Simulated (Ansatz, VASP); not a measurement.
# Two plane-wave programs on PtSe

INCAR

```
SYSTEM = PtSe
PREC = Accurate ; ENCUT = 600
EDIFF = 1E-6 ; ISMEAR = -1
SIGMA = 0.05 ; LREAL = .False.
LASPH = .True. ; NELM = 150
ALGO = Normal ; ISIF = 3
LWAVE = .False. ; LCHARG = .False.
LMAXMIX = 4 ; LDAU = .True.
LDAUTYPE = 2 ; LDAUL = 2 -1
LDAUU = 5 0 ; LDAUJ = 0 0
LDAUPRINT = 1 ; GGA = PE
IBRION = 2 ; NSW = 60
EDIFFG = -0.01
```

KPOINTS

```
regular mesh
0
Gamma
  8 8 8
  0 0 0
```

Contents of POSCAR:

```
PtSe
1.0
    0.0000000000      2.7984111300      2.7984111300
    2.7984111300      0.0000000000      2.7984111300
    2.7984111300      2.7984111300      0.0000000000
Pt Se
1 1
Direct
    0.5000000000      0.5000000000      0.5000000000
    0.0000000000      0.0000000000      0.0000000000
```

input.yaml

```yaml
crystal:
  lattice:
    - [0.0, 2.79841113, 2.79841113]
    - [2.79841113, 0.0, 2.79841113]
    - [2.79841113, 2.79841113, 0.0]
  atoms:
    - { symbol: Pt, position: [0.5, 0.5, 0.5] }
    - { symbol: Se, position: [0.0, 0.0, 0.0] }
hamiltonian:
  xc: pbe
  pseudopotentials: { kind: paw }
  hubbard: { sites: [{ species: Pt, l: d, u_eff: 5.0 }] }
kpoints:
  mp_grid: { grid: [8, 8, 8] }
scf:
  occupations: { method: fermi_dirac, width: 0.05 }
output:
  forces: true
  stress: true
  eigenvalues: true
  write_density: true
  write_potential: true
  elf: true
  volumetric_format: npy
relax:
  f_tol: 0.01
  max_steps: 40
  cell: { stress_tol: 0.05 }
```

Alike in both runs: task relaxation of cell and atoms; functional PBE; k mesh 8 × 8 × 8; occupations fermi-dirac, width 0.05 eV; no spin polarisation; Hubbard terms Pt d U = 5.0 eV.

|  | VASP | Ansatz |
| --- | --- | --- |
| version | VASP 6.6.1 | Ansatz 0.2.0 |
| potentials or method | VASP PAW PBE potentials, release 64 (Pt, Se) | Ansatz PAW |
| plane-wave cutoff (eV) | 600 | 420 |
| valence electrons in the cell | 16 | 34 |

```csv
,VASP,Ansatz,Ansatz less VASP
"gap on the k mesh at the Fermi level, each at its own relaxed structure (eV)",none,none,-
relaxed volume (Å³/atom),17.88,18.58,+0.705
relaxed cell length with the largest relative difference (Å),3.698,3.746,+0.0480
```

The programs project onto different local orbitals, so the same U acts differently, and such runs can settle in different states. A gap of «none» marks a metal or a gap that the smearing closes. VASP's potentials hold 16 valence electrons a cell and Ansatz's 34, so a difference there can come from the potentials and not from the codes.

Neither program's run includes spin-orbit coupling. Noted on VASP's run: the volume moved by over 15 % at a fixed basis, so the end points are rough. Noted on Ansatz's run: the volume moved by over 15 % at a fixed basis, so the end points are rough; the plane-wave basis is chosen anew once the cell has moved, so the energies of steps on either side of that aren't comparable.
